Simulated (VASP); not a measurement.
Runs of VASP 6.6.1 on MgS. The structure is that of space group F-43m (No. 216), or close to it. The cells are those of the table. 

| task | cell | gap on the mesh (eV) | pressure (GPa) |
| --- | --- | --- | --- |
| single point | a = 4.005 Å, angles 60.0°, 2 atoms | (a) | -0.3 |
| single point | a = 3.642 Å, angles 60.0°, 2 atoms | 4.18 | 30.0 |
| relaxation of cell and atoms | relaxed to 10 GPa from a = 4.007 Å, angles 60.0°, 2 atoms | 4.38 | 9.9 |
| relaxation of cell and atoms | relaxed from a = 4.007 Å, angles 60.0°, 2 atoms | 4.16 | 0.1 |
| relaxation of cell and atoms | relaxed to 30 GPa from a = 4.007 Å, angles 60.0°, 2 atoms | 4.18 | 30.0 |
| relaxation of cell and atoms | relaxed to 20 GPa from a = 4.007 Å, angles 60.0°, 2 atoms | 4.28 | 19.7 |
| single point | a = 3.835 Å, angles 60.0°, 2 atoms | 4.39 | (b) |
| single point | a = 3.725 Å, angles 60.0°, 2 atoms | 4.28 | 19.8 |

Alike in all rows: level r2SCAN; potentials or basis VASP PAW PBE potentials, release 64 (Mg, S); no spin polarisation; k mesh 7 × 7 × 7; cutoff (eV) 660; smearing gaussian 0.01 eV.

Q: Estimate the missing entries.

A: (a) 4.13; (b) 9.8.

Caveats: the PAW data sets were made with another functional, which shifts forces and pressure a little; an odd mesh through Γ misses points on the zone boundary, where band edges can lie; the cell stands under pressure (at least some runs); the cell is relaxed towards a set pressure, so the run minimises the enthalpy, not the energy (at least some runs).
